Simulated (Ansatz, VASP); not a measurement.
## Two plane-wave programs on Cd

```
CELL_PARAMETERS angstrom
5.21527 0.00000 0.00000
-2.60764 4.51656 0.00000
0.00000 0.00000 3.19719
ATOMIC_POSITIONS crystal
Cd 0.00000 0.00000 0.00000
Cd 0.33333 0.66667 0.50000
Cd 0.66667 0.33333 0.50000
```

Alike in both runs: task single point; functional r2SCAN; k mesh 6 × 6 × 6; occupations gaussian, width 0.1 eV; no spin polarisation.

|  | VASP | Ansatz |
| --- | --- | --- |
| version | VASP 6.6.1 | Ansatz 0.2.0 |
| potentials or method | VASP PAW PBE potentials, release 64 (Cd), cutoff 520 eV | scalar-relativistic, plane waves, PAW |
| valence electrons in the cell | 36 | 60 |

|  | VASP | Ansatz | Ansatz less VASP |
| --- | --- | --- | --- |
| gap on the k mesh at the Fermi level (eV) | none | none | - |
| pressure (GPa) | -3.3 | -3.5 | -0.15 |
| traceless stress, the component that is largest in VASP (GPa) | -1.88 | -1.86 | +0.025 |

VASP's potentials were made for PBE, not for r2SCAN. A gap of «none» marks a metal or a gap that the smearing closes. The functional is the same, so the differences come from potentials, cutoffs and numerics. VASP's potentials hold 36 valence electrons a cell and Ansatz's 60, so a difference there can come from the potentials and not from the codes.
